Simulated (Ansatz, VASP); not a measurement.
## One calculation of Si, two programs

```
Si
1.0
     0.00000    2.64575    2.64575
     2.64575    0.00000    2.64575
     2.64575    2.64575    0.00000
Si
2
Direct
  0.87500 0.87500 0.87500
  0.12500 0.12500 0.12500
```

Change from the starting cell: volume scaled by 0.94, PAW files.

Alike in both runs: task single point; functional LDA; k mesh 13 × 13 × 13; occupations fermi-dirac, width 0.1 eV; no spin polarisation.

|  | VASP | Ansatz |
| --- | --- | --- |
| version | VASP 6.6.1 | Ansatz 0.2.0 |
| potentials or method | VASP PAW LDA potentials, release 64 (Si) | PAW with Ansatz's default frozen-core files, scalar-relativistic |
| plane-wave cutoff (eV) | 520 | 420 |
| valence electrons in the cell | 8 | 8 |

```csv
,VASP,Ansatz,Ansatz less VASP
pressure (GPa),6.9,6.8,-0.07
```

LDA's correlation is that of Perdew and Zunger in VASP and of Perdew and Wang (1992) in Ansatz.
